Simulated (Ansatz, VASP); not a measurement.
**BN: VASP beside Ansatz**

```
B N
1.0
     2.51184    0.00000    0.00000
    -1.25592    2.17532    0.00000
     0.00000    0.00000    4.16063
B N
2 2
Cartesian
  0.0000 1.4502 -0.0004
  1.2559 0.7251 2.0799
  0.0000 1.4502 1.5565
  1.2559 0.7251 3.6368
```

Change from the starting cell: strained cell.

Alike in both runs: functional PBEsol; k mesh 9 × 9 × 6; occupations gaussian, width 0.02 eV; no spin polarisation.

Ansatz relaxed the structure, and its values are those at the end. VASP's run is a single point on that final structure, the one shown.

|  | VASP | Ansatz |
| --- | --- | --- |
| version | VASP 6.6.1 | Ansatz 0.2.0 |
| potentials or method | VASP PAW PBE potentials, release 64 (B_h, N_h), cutoff 910 eV | scalar-relativistic, plane waves, PAW |
| valence electrons in the cell | 16 | 16 |

```tsv
	VASP	Ansatz	Ansatz less VASP
gap on the k mesh at the Fermi level (eV)	4.87	4.88	+0.007
least direct gap on the mesh (eV)	8.38	8.37	-0.006
```

VASP's potentials were made for PBE, not for PBEsol, and Ansatz warns of the same on its side. With one functional, cell and mesh, what is left measures potentials, basis and numerics. Ansatz's warnings: stress scf threshold loose.

Noted on VASP's run: the cutoff is short for stress, so the pressure is rough.
